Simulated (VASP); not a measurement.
Runs of VASP 6.6.1 on SnO. The structure is that of space group Pmn2_1 (No. 31), or close to it. The cells are those of the table. 

```tsv
task	level	potentials or basis	cell	k mesh	k mesh for the DOS	occupations for the DOS	gap on the mesh (eV)	pressure (GPa)	largest force (eV/Å)
single point	LDA	VASP PAW LDA potentials, release 64 (Sn_d, O)	a = 3.355, b = 5.674, c = 4.222 Å, 4 atoms	8 × 5 × 6	-	-	1.45	-5.2	0.65
single point	PBEsol	VASP PAW PBE potentials, release 64 (Sn_d, O)	a = 3.355, b = 5.674, c = 4.222 Å, 4 atoms	8 × 5 × 6	-	-	1.42	-2.9	0.35
single point	PBE	VASP PAW PBE potentials, release 64 (Sn_d, O)	a = 3.377, b = 5.712, c = 4.250 Å, 4 atoms	8 × 5 × 6	-	-	1.52	-0.9	0.31
single point	PBE	VASP PAW PBE potentials, release 64 (Sn_d, O)	a = 3.310, b = 5.597, c = 4.165 Å, 4 atoms	8 × 5 × 6	-	-	1.43	3.9	0.56
single point	PBE	VASP PAW PBE potentials, release 64 (Sn_d, O)	a = 3.421, b = 5.785, c = 4.305 Å, 4 atoms	8 × 5 × 6	-	-	1.57	-3.4	(b)
single point	r2SCAN	VASP PAW PBE potentials, release 64 (Sn_d, O)	a = 3.355, b = 5.674, c = 4.222 Å, 4 atoms	5 × 3 × 4	-	-	1.91	-2.6	0.51
single point	PBE	VASP PAW PBE potentials, release 64 (Sn_d, O)	a = 3.332, b = 5.636, c = 4.194 Å, 4 atoms	8 × 5 × 6	-	-	1.47	(a)	0.25
single point	PBE	VASP PAW PBE potentials, release 64 (Sn_d, O)	a = 3.355, b = 5.674, c = 4.222 Å, 4 atoms	8 × 5 × 6	-	-	1.49	0.5	0.06
single point	PBE	VASP PAW PBE potentials, release 64 (Sn_d, O)	a = 3.287, b = 5.558, c = 4.136 Å, 4 atoms	8 × 5 × 6	-	-	1.40	(d)	(c)
single point	PBE	VASP PAW PBE potentials, release 64 (Sn_d, O)	a = 3.399, b = 5.749, c = 4.278 Å, 4 atoms	8 × 5 × 6	-	-	1.54	-2.2	0.55
```

Alike in all rows: no spin polarisation; cutoff (eV) 520; smearing fermi-dirac 0.05 eV.

Problem. Estimate the missing entries.

Solution. (a) 2.1; (b) 0.79; (c) 0.90; (d) 5.9.

Caveats: spin-orbit coupling is left out, which moves the levels of the heavy elements; the PAW data sets were made with another functional, which shifts forces and pressure a little (some runs).

A k mesh can miss the band edges, and the runs leave out spin-orbit coupling on Sn.
